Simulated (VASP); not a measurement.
# In2O3 (R-3c) in VASP: a series of runs

The runs below take In2O3 through single point, with r2SCAN, PBE.

Everything below comes from runs of VASP 6.6.1. Logs are shortened: lines on timing, memory, paths and dates and some standing lists are left out, and cuts for length are marked.

### 1 The cell of the first run

The structure is trigonal, space group R-3c (No. 167). Conventional cell: a = 5.618 Å, b = 5.618 Å, c = 14.852 Å, α = 90.00°, β = 90.00°, γ = 120.00°. In (site symmetry 3) has 6 O at 2.18 to 2.30 Å within 2.9 Å. Within 2.9 Å of O (site symmetry 2) lie 4 In at 2.18 to 2.30 Å and 2 O at 2.89 Å.

### 2 Single point, r2SCAN (strain +2.0%)

File POSCAR:

```
In2O3
1.0
    2.8089827434      1.6217669431      4.9505282513
   -2.8089827434      1.6217669431      4.9505282513
    0.0000000000     -3.2435338861      4.9505282513
In O
4 6
Direct
    0.6436585555      0.6436585555      0.6436585555
    0.8563414445      0.8563414445      0.8563414445
    0.3563414445      0.3563414445      0.3563414445
    0.1436585555      0.1436585555      0.1436585555
    0.0470383118      0.7500000000      0.4529616882
    0.7500000000      0.4529616882      0.0470383118
    0.4529616882      0.0470383118      0.7500000000
    0.9529616882      0.2500000000      0.5470383118
    0.5470383118      0.9529616882      0.2500000000
    0.2500000000      0.5470383118      0.9529616882
```

File INCAR.step1:

```
  ALGO = Normal
  EDIFF = 1E-4
  ENCUT = 520
  GGA = PE
  ISMEAR = 0
  LASPH = T
  LCHARG = F
  LREAL = F
  LWAVE = T
  NBANDS = 55
  NELM = 100
  PREC = Accurate
  SIGMA = 0.01
```

File INCAR.step2:

```
  ALGO = Normal
  EDIFF = 1E-6
  ENCUT = 520
  ISIF = 2
  ISMEAR = 0
  ISTART = 1
  LASPH = T
  LCHARG = F
  LMIXTAU = T
  LREAL = F
  LWAVE = F
  METAGGA = R2SCAN
  NBANDS = 55
  NELM = 100
  PREC = Accurate
  SIGMA = 0.01
```

File KPOINTS:

```
k-points
0
Gamma
  6 6 6
```

Potentials or basis: VASP PAW PBE potentials, release 64 (In_d, O).

Command:

```
$ cat potpaw_PBE.64/In_d/POTCAR potpaw_PBE.64/O/POTCAR > POTCAR
$ cp INCAR.step1 INCAR
$ mpirun -np 1 vasp_std > vasp.out
$ cp INCAR.step2 INCAR
$ mpirun -np 1 vasp_std > vasp.out
```

OUTCAR:

```text
EDIFF = 1E-6
   ENCUT = 520
   ISIF = 2
   ISMEAR = 0
   ISTART = 1
   LASPH = T
   LREAL = F
   METAGGA = R2SCAN
   NELM = 100
   PREC = Accurate

 ion  position               nearest neighbor table
   1  0.644  0.644  0.644-   8 2.18   9 2.18  10 2.18   7 2.30   6 2.30   5 2.30   2 3.16   3 3.31
                             3 3.31   3 3.31   2 3.71   2 3.71   2 3.71
   2  0.856  0.856  0.856-  10 2.18   9 2.18   8 2.18   7 2.30   5 2.30   6 2.30   1 3.16   4 3.31
                             4 3.31   4 3.31   1 3.71   1 3.71   1 3.71
   3  0.356  0.356  0.356-   5 2.18   7 2.18   6 2.18   9 2.30  10 2.30   8 2.30   4 3.16   1 3.31
                             1 3.31   1 3.31   4 3.71   4 3.71   4 3.71
   4  0.144  0.144  0.144-   6 2.18   7 2.18   5 2.18   9 2.30   8 2.30  10 2.30   3 3.16   2 3.31
                             2 3.31   2 3.31   3 3.71   3 3.71   3 3.71
   5  0.047  0.750  0.453-   3 2.18   4 2.18   2 2.30   1 2.30
   6  0.750  0.453  0.047-   4 2.18   3 2.18   1 2.30   2 2.30
   7  0.453  0.047  0.750-   3 2.18   4 2.18   1 2.30   2 2.30
   8  0.953  0.250  0.547-   1 2.18   2 2.18   4 2.30   3 2.30
   9  0.547  0.953  0.250-   1 2.18   2 2.18   3 2.30   4 2.30
  10  0.250  0.547  0.953-   2 2.18   1 2.18   3 2.30   4 2.30

  LATTYP: Found a trigonal (rhomboedric) cell.
 ALAT       =     5.9184661896
 COS(alpha) =     0.5494844392

  Lattice vectors:

 A1 = (   2.8089827434,   1.6217669431,   4.9505282513)
 A2 = (  -2.8089827434,   1.6217669431,   4.9505282513)
 A3 = (   0.0000000000,  -3.2435338861,   4.9505282513)

Analysis of symmetry for initial positions (statically):
=====================================================================
 Subroutine PRICEL returns:
 Original cell was already a primitive cell.

 Routine SETGRP: Setting up the symmetry group for a
 trigonal (rhombohedral) supercell.

 Subroutine GETGRP returns: Found 12 space group operations
 (whereof  6 operations were pure point group operations)
 out of a pool of 12 trial point group operations.

The static configuration has the point symmetry S_6 .
 The point group associated with its full space group is D_3d.

Analysis of symmetry for dynamics (positions and initial velocities):
=====================================================================
 Subroutine PRICEL returns:
 Original cell was already a primitive cell.

 Routine SETGRP: Setting up the symmetry group for a
 trigonal (rhombohedral) supercell.

 Subroutine GETGRP returns: Found 12 space group operations
 (whereof  6 operations were pure point group operations)
 out of a pool of 12 trial point group operations.

The dynamic configuration has the point symmetry S_6 .
 The point group associated with its full space group is D_3d.

 Subroutine INISYM returns: Found 12 space group operations
 (whereof  6 operations are pure point group operations),
 and found     1 'primitive' translations

----------------------------------------------------------------------------------------

                                     Primitive cell

  volume of cell :     135.3132

  direct lattice vectors                    reciprocal lattice vectors
     2.808982743  1.621766943  4.950528251     0.178000382  0.102768568  0.067332882
    -2.808982743  1.621766943  4.950528251    -0.178000382  0.102768568  0.067332882
     0.000000000 -3.243533886  4.950528251     0.000000000 -0.205537136  0.067332882

  length of vectors
     5.918466190  5.918466190  5.918466190     0.216285070  0.216285070  0.216285070

  position of ions in fractional coordinates (direct lattice)
     0.643658555  0.643658555  0.643658555
     0.856341445  0.856341445  0.856341445
     0.356341445  0.356341445  0.356341445
     0.143658555  0.143658555  0.143658555
     0.047038312  0.750000000  0.452961688
     0.750000000  0.452961688  0.047038312
     0.452961688  0.047038312  0.750000000
     0.952961688  0.250000000  0.547038312
     0.547038312  0.952961688  0.250000000
     0.250000000  0.547038312  0.952961688

  ion indices of the primitive-cell ions
[... 46 lines left out ...]
   METAGGA = R2SCAN    functional components
   LHFCALC =     F    Hartree Fock is set to
   AEXX    =    0.0000 exact exchange contribution
   IVDW    =     0    specifies the selected vdW correction
   LEPSILON=     F    determine dielectric tensor
   LRPA    =     F    only Hartree local field effects (RPA)
 non-spin polarized calculation
 Gauss-broadening in eV      SIGMA  =   0.01
  energy-cutoff  :      520.00
  volume of cell :      135.31
 maximum number of plane-waves:      3666
 NGX is ok and might be reduce to    48
   NGX = 23   NGY = 23   NGZ = 23

 number of electron      88.0000001 magnetization

 Free energy of the ion-electron system (eV)
  ---------------------------------------------------
  ext. energy  EPLUGINS =         0.00000000
  ---------------------------------------------------
  free energy    TOTEN  =      -144.27937089 eV

  energy without entropy =     -144.27937089  energy(sigma->0) =     -144.27937089

 E-fermi :   4.5002     XC(G=0): -11.5365

 val. band max:        4.4417093978   @ k =  -0.1667   0.1667   0.0000
 cond. band min:       5.8403964174   @ k =   0.0000   0.0000   0.0000
 fundamental gap:      1.3986870196
 Fermi energy:         4.5001528414

 k-point     1 :       0.0000    0.0000    0.0000
  band No.  band energies     occupation
      1     -13.7003      2.00000
      2     -12.9456      2.00000
      3     -12.9456      2.00000
      4     -12.7744      2.00000
      5     -12.7744      2.00000
      6     -12.6986      2.00000
[... 47 lines left out ...]
     54      14.7341      0.00000
     55      15.1881      0.00000

 k-point     2 :       0.1667    0.0000    0.0000
  band No.  band energies     occupation
      1     -13.6356      2.00000
      2     -12.9383      2.00000
      3     -12.9330      2.00000
      4     -12.8328      2.00000
      5     -12.7880      2.00000
      6     -12.7189      2.00000
[... 47 lines left out ...]
     54      15.3035      0.00000
     55      15.3263      0.00000
[... 1216 lines left out ...]
     54      15.7370      0.00000
     55      16.2702      0.00000

 k-point    24 :      -0.3333    0.5000    0.1667
  band No.  band energies     occupation
      1     -13.2727      2.00000
      2     -13.1483      2.00000
      3     -12.9580      2.00000
      4     -12.9023      2.00000
      5     -12.8120      2.00000
      6     -12.7363      2.00000
[... 47 lines left out ...]
     54      15.4470      0.00000
     55      16.0975      0.00000

 [... further k-points ...]
[... 5 lines left out ...]
  --------------------------------------------------------------------------------------
  -------------------------------------------------------------------------------------
  Total       -7.6290739     -7.6290739     -6.1631001      0.0000000     -0.0000000      0.0000000
  in kB      -90.3320981    -90.3320981    -72.9742256      0.0000000     -0.0000000      0.0000000
  external PRESSURE =     -84.5461406 kB  Pullay stress =       0.0000000 kB

 VOLUME and BASIS-vectors are now :
 -----------------------------------------------------------------------------
  energy-cutoff  :      520.00
  volume of cell :      135.31
      direct lattice vectors                 reciprocal lattice vectors
     2.808982743  1.621766943  4.950528251     0.178000382  0.102768568  0.067332882
    -2.808982743  1.621766943  4.950528251    -0.178000382  0.102768568  0.067332882
     0.000000000 -3.243533886  4.950528251     0.000000000 -0.205537136  0.067332882

 POSITION                                       TOTAL-FORCE (eV/Angst)
 -----------------------------------------------------------------------------------
      0.00000      0.00000      9.55935         0.000000     -0.000000     -0.017871
      0.00000      0.00000     12.71803         0.000000      0.000000      0.017871
      0.00000      0.00000      5.29224         0.000000      0.000000      0.017871
      0.00000      0.00000      2.13356         0.000000     -0.000000     -0.017871
     -1.97461     -0.17659      6.18816         0.001764      0.003055      0.000000
      0.83438      1.79835      6.18816         0.001764     -0.003055      0.000000
      1.14023     -1.62177      6.18816        -0.003527     -0.000000      0.000000
      1.97461      0.17659      8.66342        -0.001764     -0.003055      0.000000
     -1.14023      1.62177      8.66342         0.003527      0.000000      0.000000
     -0.83438     -1.79835      8.66342        -0.001764      0.003055      0.000000
 -----------------------------------------------------------------------------------
    total drift:                                0.000000     -0.000000      0.000000

  FREE ENERGIE OF THE ION-ELECTRON SYSTEM (eV)
  ---------------------------------------------------
  free  energy   TOTEN  =      -144.2793708853 eV

  energy  without entropy=     -144.2793708853  energy(sigma->0) =     -144.27937089
```

Run time: 12 min. Hardware: 1 thread of Intel Xeon 6975P-C (Granite Rapids), shared host; peak memory 0.46 GiB.

What came out:

```
Free energy            : -144.2794 eV
Pressure               : -8.5 GPa
Largest force          : 0.018 eV/Å
Band gap on the k mesh : 1.40 eV, indirect (least direct gap 1.48 eV)
```

Forces on the atoms (eV/Å):
```
In   0.000  0.000 -0.018
In   0.000  0.000  0.018
In   0.000  0.000  0.018
In   0.000  0.000 -0.018
O    0.002  0.003  0.000
O    0.002 -0.003  0.000
O   -0.004  0.000  0.000
O   -0.002 -0.003  0.000
O    0.004  0.000  0.000
O   -0.002  0.003  0.000
```

Stress tensor (GPa, compression positive):
```
-9.03  0.00  0.00
 0.00 -9.03  0.00
 0.00  0.00 -7.30
```

Caveat: the cell differs from its parent crystal (strain +2.0%); the PAW data sets were made with another functional, which shifts forces and pressure a little; spin-orbit coupling is left out, which moves the levels of the heavy elements.

### 3 Single point, r2SCAN (strain +3.0%)

File POSCAR:

```
In2O3
1.0
    2.8365217899      1.6376666190      4.9990628420
   -2.8365217899      1.6376666190      4.9990628420
    0.0000000000     -3.2753332379      4.9990628420
In O
4 6
Direct
    0.6440212614      0.6440212614      0.6440212614
    0.8559787386      0.8559787386      0.8559787386
    0.3559787386      0.3559787386      0.3559787386
    0.1440212614      0.1440212614      0.1440212614
    0.0470990203      0.7500000000      0.4529009797
    0.7500000000      0.4529009797      0.0470990203
    0.4529009797      0.0470990203      0.7500000000
    0.9529009797      0.2500000000      0.5470990203
    0.5470990203      0.9529009797      0.2500000000
    0.2500000000      0.5470990203      0.9529009797
```

File INCAR.step1:

```
SYSTEM = In2O3
PREC = Accurate ; ENCUT = 520
ISMEAR = 0 ; SIGMA = 0.01
LREAL = .FALSE. ; LASPH = .TRUE.
NELM = 100 ; NBANDS = 55
GGA = PE ; ALGO = Normal
EDIFF = 1E-4 ; LWAVE = .TRUE.
LCHARG = .FALSE.
```

File INCAR.step2:

```
SYSTEM = In2O3
PREC = Accurate ; ENCUT = 520
EDIFF = 1E-6 ; ISMEAR = 0
SIGMA = 0.01 ; LREAL = .FALSE.
LASPH = .TRUE. ; NELM = 100
ALGO = Normal ; ISIF = 2
LWAVE = .FALSE. ; LCHARG = .FALSE.
METAGGA = R2SCAN ; LMIXTAU = .TRUE.
NBANDS = 55 ; ISTART = 1
```

File KPOINTS:

```
Automatic mesh
0
G
  6 6 6
  0 0 0
```

Potentials or basis: VASP PAW PBE potentials, release 64 (In_d, O).

Command:

```
$ cat potpaw_PBE.64/In_d/POTCAR potpaw_PBE.64/O/POTCAR > POTCAR
$ cp INCAR.step1 INCAR
$ mpirun -np 1 vasp_std > vasp.out
$ cp INCAR.step2 INCAR
$ mpirun -np 1 vasp_std > vasp.out
```

Wall time 12 min (1 thread of Intel Xeon 6975P-C (Granite Rapids), shared host); peak memory 0.47 GiB.

The run converged. Its results:

| Property | Result |
| --- | --- |
| Free energy | -144.0246 eV |
| Pressure | -12.2 GPa |
| Largest force | 0.017 eV/Å |
| Band gap on the k mesh | 1.20 eV, indirect (least direct gap 1.31 eV) |

Forces in eV/Å, atoms in the order of the input:
```
In   0.000  0.000 -0.017
In   0.000  0.000  0.017
In   0.000  0.000  0.017
In   0.000  0.000 -0.017
O    0.001  0.002  0.000
O    0.001 -0.002  0.000
O   -0.003  0.000  0.000
O   -0.001 -0.002  0.000
O    0.003  0.000  0.000
O   -0.001  0.002  0.000
```

Stress tensor (GPa, compression positive):
```
-13.03   0.00   0.00
  0.00 -13.03   0.00
  0.00   0.00 -10.60
```

Levels at points of the mesh, in eV from the valence-band top:
| k point | band 40 | band 41 | band 42 | band 43 | band 44 | band 45 | band 46 | band 47 | band 48 | band 49 |
| --- | --- | --- | --- | --- | --- | --- | --- | --- | --- | --- |
| (0.00, 0.00, 0.00) | -0.33 | -0.22 | -0.22 | -0.11 | -0.11 | 1.20 | 5.71 | 6.11 | 7.23 | 9.12 |
| (0.50, 0.00, 0.00) | -0.76 | -0.69 | -0.69 | -0.07 | -0.07 | 4.85 | 4.85 | 5.83 | 5.83 | 8.60 |
| (0.50, 0.50, 0.00) | -0.74 | -0.50 | -0.34 | -0.10 | -0.05 | 5.01 | 5.42 | 6.28 | 6.49 | 7.52 |
| (0.50, 0.50, 0.50) | -0.98 | -0.19 | -0.19 | -0.19 | -0.19 | 4.32 | 4.32 | 6.96 | 6.96 | 8.54 |

Caveat: the cell differs from its parent crystal (strain +3.0%); the PAW data sets were made with another functional, which shifts forces and pressure a little; spin-orbit coupling is left out, which moves the levels of the heavy elements.

### 4 Single point, PBE (strain -3.0%)

File INCAR:

```
SYSTEM = In2O3
  PREC = Accurate
  ENCUT = 520
  EDIFF = 1E-6
  ISMEAR = -1
  SIGMA = 0.02
  LREAL = .FALSE.
  LASPH = .TRUE.
  NELM = 80
  ALGO = Normal
  ISIF = 2
  LWAVE = .FALSE.
  LCHARG = .FALSE.
  GGA = PE
  NBANDS = 55
```

KPOINTS is that of step 3.

File POSCAR:

```
In2O3
1.0
    2.6712875109      1.5422685636      4.7078552978
   -2.6712875109      1.5422685636      4.7078552978
    0.0000000000     -3.0845371270      4.7078552979
In O
4 6
Direct
    0.6417037621      0.6417037621      0.6417037621
    0.8582962379      0.8582962379      0.8582962379
    0.3582962379      0.3582962379      0.3582962379
    0.1417037621      0.1417037621      0.1417037621
    0.0451077657      0.7500000000      0.4548922343
    0.7500000000      0.4548922343      0.0451077657
    0.4548922343      0.0451077657      0.7500000000
    0.9548922343      0.2500000000      0.5451077657
    0.5451077657      0.9548922343      0.2500000000
    0.2500000000      0.5451077657      0.9548922343
```

Command:

```
$ cat potpaw_PBE.64/In_d/POTCAR potpaw_PBE.64/O/POTCAR > POTCAR
$ mpirun -np 1 vasp_std > vasp.out
```

Wall time 2.9 min (1 thread of Intel Xeon 6975P-C (Granite Rapids), shared host); peak memory 0.33 GiB.

Results (log left out):

- Free energy: -54.2172 eV
- Pressure: 27.5 GPa
- Largest force: 0.122 eV/Å
- Band gap on the k mesh: 1.79 eV, direct

Forces on the atoms (eV/Å):
```
In   0.000  0.000 -0.122
In   0.000  0.000  0.122
In   0.000  0.000  0.122
In   0.000  0.000 -0.122
O   -0.008 -0.014  0.000
O   -0.008  0.014  0.000
O    0.016  0.000  0.000
O    0.008  0.014  0.000
O   -0.016  0.000  0.000
O    0.008 -0.014  0.000
```

Stress tensor (GPa, compression positive):
```
29.16  0.00  0.00
 0.00 29.16  0.00
 0.00  0.00 24.04
```

Levels at points of the mesh, in eV from the valence-band top:
```tsv
k point	band 40	band 41	band 42	band 43	band 44	band 45	band 46	band 47	band 48	band 49
(0.00, 0.00, 0.00)	-0.52	-0.36	-0.36	0.00	0.00	1.79	5.83	6.99	7.78	9.85
(0.50, 0.00, 0.00)	-1.10	-0.79	-0.79	-0.12	-0.12	5.51	5.51	6.48	6.48	8.86
(0.50, 0.50, 0.00)	-1.02	-0.65	-0.37	-0.11	-0.08	5.85	6.05	7.00	7.19	7.77
(0.50, 0.50, 0.50)	-1.28	-0.22	-0.22	-0.22	-0.22	4.90	4.90	7.99	7.99	8.66
```

Caveat: the cell differs from its parent crystal (strain -3.0%); spin-orbit coupling is left out, which moves the levels of the heavy elements.

### 5 Single point, PBE (strain -2.0%)

File INCAR:

```
SYSTEM = In2O3
PREC     = Accurate       ! precision mode
ENCUT    = 520            ! plane-wave cutoff, eV
EDIFF    = 1E-6           ! SCF threshold, eV
ISMEAR   = -1             ! smearing method
SIGMA    = 0.02           ! smearing width, eV
LREAL    = .FALSE.        ! projectors in reciprocal space
LASPH    = .TRUE.         ! aspherical terms in the spheres
NELM     = 60             ! most SCF steps
ALGO     = Normal         ! electronic algorithm
ISIF     = 2              ! what is computed and relaxed
LWAVE    = .FALSE.        ! write WAVECAR
LCHARG   = .TRUE.         ! write CHGCAR
GGA      = PE             ! functional
LELF     = .TRUE.         ! ELF
LVHAR    = .TRUE.       
NBANDS   = 55             ! bands
```

KPOINTS is that of step 4.

File POSCAR:

```
In2O3
1.0
    2.6988265574      1.5581682394      4.7563898885
   -2.6988265574      1.5581682394      4.7563898885
    0.0000000000     -3.1163364788      4.7563898885
In O
4 6
Direct
    0.6421563297      0.6421563297      0.6421563297
    0.8578436703      0.8578436703      0.8578436703
    0.3578436703      0.3578436703      0.3578436703
    0.1421563297      0.1421563297      0.1421563297
    0.0457330182      0.7500000000      0.4542669818
    0.7500000000      0.4542669818      0.0457330182
    0.4542669818      0.0457330182      0.7500000000
    0.9542669818      0.2500000000      0.5457330182
    0.5457330182      0.9542669818      0.2500000000
    0.2500000000      0.5457330182      0.9542669818
```

Command:

```
$ cat potpaw_PBE.64/In_d/POTCAR potpaw_PBE.64/O/POTCAR > POTCAR
$ mpirun -np 1 vasp_std > vasp.out
```

Wall time 2.9 min (1 thread of Intel Xeon 6975P-C (Granite Rapids), shared host); peak memory 0.33 GiB.

It converged, with:

```
Free energy            : -54.7514 eV
Pressure               : 19.6 GPa
Largest force          : 0.111 eV/Å
Band gap on the k mesh : 1.61 eV, direct
```

Forces in eV/Å, atoms in the order of the input:
```
In   0.000  0.000 -0.111
In   0.000  0.000  0.111
In   0.000  0.000  0.111
In   0.000  0.000 -0.111
O   -0.007 -0.011  0.000
O   -0.007  0.011  0.000
O    0.013  0.000  0.000
O    0.007  0.011  0.000
O   -0.013  0.000  0.000
O    0.007 -0.011  0.000
```

Stress tensor (GPa, compression positive):
```
20.77  0.00  0.00
 0.00 20.77  0.00
 0.00  0.00 17.37
```

Levels at points of the mesh, in eV from the valence-band top:
| k point | band 40 | band 41 | band 42 | band 43 | band 44 | band 45 | band 46 | band 47 | band 48 | band 49 |
| --- | --- | --- | --- | --- | --- | --- | --- | --- | --- | --- |
| (0.00, 0.00, 0.00) | -0.45 | -0.30 | -0.30 | 0.00 | 0.00 | 1.61 | 5.75 | 6.74 | 7.63 | 9.63 |
| (0.50, 0.00, 0.00) | -1.03 | -0.75 | -0.75 | -0.08 | -0.08 | 5.33 | 5.33 | 6.28 | 6.28 | 8.72 |
| (0.50, 0.50, 0.00) | -0.94 | -0.60 | -0.34 | -0.08 | -0.05 | 5.62 | 5.88 | 6.87 | 6.94 | 7.63 |
| (0.50, 0.50, 0.50) | -1.19 | -0.20 | -0.20 | -0.20 | -0.20 | 4.74 | 4.74 | 7.71 | 7.71 | 8.55 |

Caveat: the cell differs from its parent crystal (strain -2.0%); spin-orbit coupling is left out, which moves the levels of the heavy elements.

### 6 Overview

| level | cell | smearing | gap on the mesh (eV) | pressure (GPa) | largest force (eV/Å) |
| --- | --- | --- | --- | --- | --- |
| r2SCAN | a = 5.918 Å, angles 56.7°, 10 atoms | gaussian 0.01 eV | 1.40 | -8.5 | 0.02 |
| r2SCAN | a = 5.976 Å, angles 56.7°, 10 atoms | gaussian 0.01 eV | 1.20 | -12.2 | 0.02 |
| PBE | a = 5.628 Å, angles 56.7°, 10 atoms | fermi-dirac 0.02 eV | 1.79 | 27.5 | 0.12 |
| PBE | a = 5.686 Å, angles 56.7°, 10 atoms | fermi-dirac 0.02 eV | 1.61 | 19.6 | 0.11 |

Alike in all rows: task single point; potentials or basis VASP PAW PBE potentials, release 64 (In_d, O); no spin polarisation; k mesh 6 × 6 × 6; cutoff (eV) 520.

Caveats: spin-orbit coupling is left out, which moves the levels of the heavy elements; the PAW data sets were made with another functional, which shifts forces and pressure a little (some runs).

Absolute energies hang on the potentials; compare differences alone.
